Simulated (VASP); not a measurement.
A run of VASP 6.6.1:

Contents of INCAR:

```
SYSTEM = Si5Ge2
PREC = Accurate
ENCUT = 520
EDIFF = 1E-7
ISMEAR = 0
SIGMA = 0.2
LREAL = .FALSE.
LASPH = .TRUE.
NELM = 100
ALGO = Normal
ISIF = 2
LWAVE = .FALSE.
LCHARG = .FALSE.
GGA = PE
NBANDS = 33
```

File KPOINTS:

```
regular mesh
0
G
  4 4 3
  0 0 0
```

File POSCAR:

```
Si5Ge2
1.0
    3.8032152532      0.0000000000      0.0000000000
    0.0000000000      3.8032152532      0.0000000000
    0.0000000000      0.0000000000      8.4746723789
Si Ge
5 2
Direct
    0.5000000000      0.0000000000      0.7066243680
    0.0000000000      0.5000000000      0.7066243680
    0.5000000000      0.0000000000      0.9929449778
    0.0000000000      0.5000000000      0.9929449778
    0.0000000000      0.0000000000      0.1789008724
    0.5000000000      0.0000000000      0.3979104280
    0.0000000000      0.5000000000      0.3979104280
```

Potentials or basis: VASP PAW PBE potentials, release 64 (Si, Ge_d).

Command:

```bash
$ cat potpaw_PBE.64/Si/POTCAR potpaw_PBE.64/Ge_d/POTCAR > POTCAR
$ mpirun -np 1 vasp_std > vasp.out
```

Hardware: 1 thread of Intel(R) Xeon(R) 6975P-C (Granite Rapids), with other jobs on the host.

How long does it take, and how much memory?

Wall time 29 s on 1 thread of Intel(R) Xeon(R) 6975P-C (Granite Rapids), with other jobs on the host, peak memory 0.22 GiB. Counts: scf iterations 15, k points 12.
